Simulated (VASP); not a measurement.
ZnS: electric field gradients with PBEsol

**Experimental background.**

From “Electronic, vibrational, and thermodynamic properties of ZnS (zincblende and rocksalt structure)”, 2009, arxiv:0911.5022, for a bulk crystal of ZnS at 19 K: band gap 3.85 eV (direct).

The system is ZnS.

```
Zn S
1.0
     0.00000    2.70465    2.70465
     2.70465    0.00000    2.70465
     2.70465    2.70465    0.00000
Zn S
1 1
Direct
  0.00000 0.00000 0.00000
  0.75000 0.75000 0.75000
```

- Program: VASP 6.6.1
- Task: electric field gradients
- Functional: PBEsol
- Potentials or basis: VASP PAW PBE potentials, release 64 (Zn, S)
- Cutoff: 520 eV
- k mesh: 9 × 9 × 9
- Occupations: fermi-dirac, width 0.01 eV
- Spin: no spin polarisation
- Dipole correction: no
- Further INCAR settings: ALGO = Normal; EDIFF = 1e-08; NBANDS = 16

* Pressure: -2.0 GPa
* Band gap on the k mesh: 1.97 eV, direct

Levels at points of the mesh, in eV from the valence-band top:
| k point | band 7 | band 8 | band 9 | band 10 | band 11 | band 12 |
| --- | --- | --- | --- | --- | --- | --- |
| (0.00, 0.00, 0.00) | 0.00 | 0.00 | 0.00 | 1.97 | 6.31 | 6.31 |

It used 20 s of CPU time on 1 thread of Intel Xeon 6975P-C, on a shared host.

Measured gap of ZnS: 3.85 eV (direct; 19 K; quoted in “Electronic, vibrational, and thermodynamic properties of ZnS (zincblende and rocksalt structure)”, 2009, arxiv:0911.5022). This calculation gives 1.97 eV (-1.88 eV). The value is that of PBEsol, without temperature or zero-point motion. Semilocal functionals fall short of measured gaps as a rule.

Caveat: without QUAD_EFG the Cq values of the log hold for a quadrupole moment of 1 mb, not for the nuclei; the PAW data sets were made with another functional, which shifts forces and pressure a little.
